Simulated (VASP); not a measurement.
A run of VASP 6.6.1:

The input INCAR:

```
SYSTEM = CoO
  PREC = Accurate
  ENCUT = 520
  EDIFF = 1E-6
  ISMEAR = -1
  SIGMA = 0.05
  LREAL = .False.
  LASPH = .True.
  NELM = 150
  ALGO = Normal
  ISIF = 2
  LWAVE = .False.
  LCHARG = .False.
  ISPIN = 2
  MAGMOM = 2 0
  LORBIT = 11
  LMAXMIX = 4
  GGA = CA
  NBANDS = 18
```

Contents of KPOINTS:

```
regular mesh
0
Gamma
  11 11 11
  0 0 0
```

File POSCAR:

```
CoO
1.0
    0.0000000000      2.1171941998      2.1171941998
    2.1171941998      0.0000000000      2.1171941998
    2.1171941998      2.1171941998      0.0000000000
Co O
1 1
Direct
    0.0000000000      0.0000000000      0.0000000000
    0.5000000000      0.5000000000      0.5000000000
```

Potentials or basis: VASP PAW LDA potentials, release 64 (Co, O).

The run is started by

```bash
$ cat potpaw_LDA.64/Co/POTCAR potpaw_LDA.64/O/POTCAR > POTCAR
$ mpirun -np 1 vasp_std > vasp.out
```

Hardware: 1 thread of Intel(R) Xeon(R) Platinum 8488C (Sapphire Rapids), with other jobs on the host.

Problem. How long does it take, and how much memory?

Solution. Run time: 24 s on 1 thread of Intel(R) Xeon(R) Platinum 8488C (Sapphire Rapids), with other jobs on the host, peak memory 0.15 GiB. Counts: scf iterations 16, k points 56.
